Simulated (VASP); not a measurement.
Input of a VASP 6.6.1 run:

Contents of INCAR:

```
PREC = Accurate
ENCUT = 520
EDIFF = 1E-6
ISMEAR = 0
SIGMA = 0.1
LREAL = False
LASPH = True
NELM = 150
ALGO = Normal
ISIF = 2
LWAVE = False
LCHARG = True
ISPIN = 2
MAGMOM = 0 2.55 0 0 0 0
LORBIT = 11
LMAXMIX = 4
GGA = PE
LELF = True
LVHAR = True
NBANDS = 32
```

KPOINTS

```
Automatic mesh
0
Gamma
  12 12 6
```

POSCAR

```
TiMnB4
1.0
    3.0246488010      0.0000000000      0.0000000000
   -1.5123244005      2.6194226992      0.0000000000
    0.0000000000      0.0000000000      6.1339488000
Ti Mn B
1 1 4
Direct
    0.0000000000      0.0000000000      0.0000000000
    0.0000000000      0.0000000000      0.5000000000
    0.3333333333      0.6666666667      0.7415450000
    0.6666666667      0.3333333333      0.7415450000
    0.3333333333      0.6666666667      0.2584550000
    0.6666666667      0.3333333333      0.2584550000
```

Potentials or basis: VASP PAW PBE potentials, release 64 (Ti_sv, Mn_pv, B).

Command:

```console
$ cat potpaw_PBE.64/Ti_sv/POTCAR potpaw_PBE.64/Mn_pv/POTCAR potpaw_PBE.64/B/POTCAR > POTCAR
$ mpirun -np 1 vasp_std > vasp.out
```

Task: Predict the site moments.

Result: Ti -0.02; Mn +2.39; B +0.00 μB.

Task: What does it give for the pressure?

Result: 0.2 GPa.

Task: What does it give for the net moment?

Result: 2.39 μB per cell.

Caveat: a cell with one magnetic atom can't hold antiferromagnetic order, which such compounds often take.
